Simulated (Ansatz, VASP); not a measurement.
# ZrPt3 in VASP and in Ansatz

```
Zr Pt
1.0
     3.94502    0.00000    0.00000
     0.00000    3.94502    0.00000
     0.00000    0.00000    3.94502
Zr Pt
1 3
Cartesian
  0.0000 0.0000 0.0000
  0.0000 1.9725 1.9725
  1.9725 0.0000 1.9725
  1.9725 1.9725 0.0000
```

Alike in both runs: task single point; functional LDA; k mesh 10 × 10 × 10; occupations fermi-dirac, width 0.15 eV; no spin polarisation.

```csv
,VASP,Ansatz
version,VASP 6.6.1,Ansatz 0.2.0
potentials or method,"VASP PAW LDA potentials, release 64 (Zr_sv, Pt), cutoff 520 eV","scalar-relativistic, plane waves, PAW"
valence electrons in the cell,42,66
```

|  | VASP | Ansatz | Ansatz less VASP |
| --- | --- | --- | --- |
| gap on the k mesh at the Fermi level (eV) | none | none | - |
| pressure (GPa) | 6.4 | 5.6 | -0.82 |

LDA's correlation is that of Perdew and Zunger in VASP and of Perdew and Wang (1992) in Ansatz. A gap of «none» marks a metal or a gap that the smearing closes. VASP's potentials hold 42 valence electrons a cell and Ansatz's 66, so a difference there can come from the potentials and not from the codes.

Neither program's run includes spin-orbit coupling.
